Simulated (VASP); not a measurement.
Set up this calculation in VASP 6.6.1, as the native input.

- Task: single point
- Functional: PBEsol
- Potentials or basis: VASP PAW PBE potentials, release 64 (Hf_pv)
- Cutoff: 520 eV
- k mesh: 12 × 12 × 14
- Occupations: gaussian, width 0.1 eV
- Spin: no spin polarisation
- Dipole correction: no
- Further INCAR settings: ALGO = Fast; EDIFF = 1e-06; NBANDS = 22

The structure of Hf lies in POSCAR:

```
Hf
1.0
    4.9190737471      0.0000000000      0.0000000000
   -2.4595368735      4.2600428280      0.0000000000
    0.0000000000      0.0000000000      3.0612291225
Hf
3
Direct
    0.0000000000      0.0000000000      0.0000000000
    0.3333333333      0.6666666667      0.5000000000
    0.6666666667      0.3333333333      0.5000000000
```

This isn't the form of Hf at room conditions, which is hcp.

The input as run:

INCAR

```
PREC = Accurate
ENCUT = 520
EDIFF = 1E-6
ISMEAR = 0
SIGMA = 0.1
LREAL = False
LASPH = True
NELM = 60
ALGO = Fast
ISIF = 2
LWAVE = False
LCHARG = False
GGA = PS
NBANDS = 22
```

KPOINTS

```
regular mesh
0
Gamma
  12 12 14
```

Potentials or basis: VASP PAW PBE potentials, release 64 (Hf_pv).

Launch:

```bash
$ cat potpaw_PBE.64/Hf_pv/POTCAR > POTCAR
$ mpirun -np 1 vasp_std > vasp.out
```

Results of the run:

The pressure is -0.3 GPa and the band gap on the k mesh is zero (bands 15 and 16 overlap by 0.98 eV).

Caveat: the PAW data sets were made with another functional, which shifts forces and pressure a little; spin-orbit coupling is left out, which moves the levels of the heavy elements.

It took 4.8 min on 1 thread of Intel(R) Xeon(R) Platinum 8259CL CPU @ 2.50GHz (Skylake/Cascade Lake), with other jobs on the host, peak memory 0.31 GiB.
